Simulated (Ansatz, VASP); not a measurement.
## Two plane-wave programs on Ge2Cl

INCAR

```
SYSTEM = Ge2Cl
PREC     = Accurate       ! precision mode
ENCUT    = 520            ! plane-wave cutoff, eV
EDIFF    = 1E-7           ! SCF threshold, eV
ISMEAR   = 0              ! smearing method
SIGMA    = 0.1            ! smearing width, eV
LREAL    = .False.        ! projectors in reciprocal space
LASPH    = .True.         ! aspherical terms in the spheres
NELM     = 80             ! most SCF steps
ALGO     = Normal         ! electronic algorithm
ISIF     = 2              ! what is computed and relaxed
LWAVE    = .False.        ! write WAVECAR
LCHARG   = .False.        ! write CHGCAR
GGA      = PE             ! functional
NBANDS   = 24             ! bands
```

Contents of KPOINTS:

```
Automatic mesh
0
Gamma
  6 6 6
  0 0 0
```

Contents of POSCAR:

```
Ge2Cl
1.0
    0.0000000000      3.1087400463      3.1087400463
    3.1087400463      0.0000000000      3.1087400463
    3.1087400463      3.1087400463      0.0000000000
Ge Cl
2 1
Direct
    0.2500000000      0.2500000000      0.2500000000
    0.7500000000      0.7500000000      0.7500000000
    0.0000000000      0.0000000000      0.0000000000
```

Input for Ansatz:

```yaml
crystal:
  lattice:
    - [0.0, 3.1087400463, 3.1087400463]
    - [3.1087400463, 0.0, 3.1087400463]
    - [3.1087400463, 3.1087400463, 0.0]
  atoms:
    - { symbol: Ge, position: [0.25, 0.25, 0.25] }
    - { symbol: Ge, position: [0.75, 0.75, 0.75] }
    - { symbol: Cl, position: [0.0, 0.0, 0.0] }
basis:
  ecutwfc: 420
kpoints:
  mp_grid: { grid: [6, 6, 6] }
hamiltonian:
  xc: pbe
scf:
  occupations: { method: gaussian, width: 0.1 }
  lower_state_search: "off"
output:
  forces: true
  stress: true
  eigenvalues: true
```

Alike in both runs: task single point; functional PBE; k mesh 6 × 6 × 6; occupations gaussian, width 0.1 eV; no spin polarisation.

```csv
,VASP,Ansatz
version,VASP 6.6.1,Ansatz 0.2.0
potentials or method,"VASP PAW PBE potentials, release 64 (Ge_d, Cl), cutoff 520 eV","scalar-relativistic, plane waves, PAW"
valence electrons in the cell,35,35
```

Ansatz gave:

- gap on the k mesh at the Fermi level (eV): none
- pressure (GPa): 10.2

Task: Which values does VASP return?

Result: gap on the k mesh at the Fermi level (eV): none; pressure (GPa): 10.3.

A gap of «none» marks a metal or a gap that the smearing closes. The functional is the same, so the differences come from potentials, cutoffs and numerics.
